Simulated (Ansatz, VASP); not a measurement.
# One calculation of Mg, two programs

The input INCAR:

```
  PREC = Accurate
  ENCUT = 600
  EDIFF = 1E-7
  ISMEAR = -1
  SIGMA = 0.05
  LREAL = False
  LASPH = True
  NELM = 120
  ALGO = Normal
  ISIF = 3
  LWAVE = False
  LCHARG = False
  GGA = PS
  IBRION = 2
  NSW = 60
  EDIFFG = -0.01
  GGA_COMPAT = False
  NELMIN = 4
```

The input KPOINTS:

```
Automatic mesh
0
Gamma
  10 10 5
```

The input POSCAR:

```
Mg
1.0
    3.2093000000      0.0000000000      0.0000000000
   -1.6046500000      2.7793353284      0.0000000000
    0.0000000000      0.0000000000      5.2103000000
Mg
2
Direct
    0.6666666667      0.3333333333      0.7500000000
    0.3333333333      0.6666666667      0.2500000000
```

Contents of input.yaml:

```yaml
crystal:
  lattice:
    - [3.2093, 0.0, 0.0]
    - [-1.60465, 2.7793353284, 0.0]
    - [0.0, 0.0, 5.2103]
  atoms:
    - { symbol: Mg, position: [0.6666666667, 0.3333333333, 0.75] }
    - { symbol: Mg, position: [0.3333333333, 0.6666666667, 0.25] }
hamiltonian:
  xc: pbesol
  pseudopotentials: { kind: paw }
kpoints:
  mp_grid: { grid: [10, 10, 5] }
scf:
  occupations: { method: fermi_dirac, width: 0.05 }
output:
  forces: true
  stress: true
  eigenvalues: true
relax:
  f_tol: 0.01
  max_steps: 40
  cell: { stress_tol: 0.05 }
```

Alike in both runs: task relaxation of cell and atoms; functional PBEsol; k mesh 10 × 10 × 5; occupations fermi-dirac, width 0.05 eV; no spin polarisation.

|  | VASP | Ansatz |
| --- | --- | --- |
| version | VASP 6.6.1 | Ansatz 0.2.0 |
| potentials or method | VASP PAW PBE potentials, release 64 (Mg) | Ansatz PAW |
| plane-wave cutoff (eV) | 600 | 420 |
| valence electrons in the cell | 4 | 20 |

|  | VASP | Ansatz | Ansatz less VASP |
| --- | --- | --- | --- |
| gap on the k mesh at the Fermi level, each at its own relaxed structure (eV) | none | none | - |
| relaxed volume (Å³/atom) | 22.55 | 22.57 | +0.027 |
| relaxed cell length with the largest relative difference (Å) | 5.258 | 5.260 | +0.0026 |

VASP's potentials were made for PBE, not for PBEsol. A gap of «none» marks a metal or a gap that the smearing closes. VASP's potentials hold 4 valence electrons a cell and Ansatz's 20, so a difference there can come from the potentials and not from the codes.

Noted on Ansatz's run: the plane-wave basis is chosen anew once the cell has moved, so the energies of steps on either side of that aren't comparable.
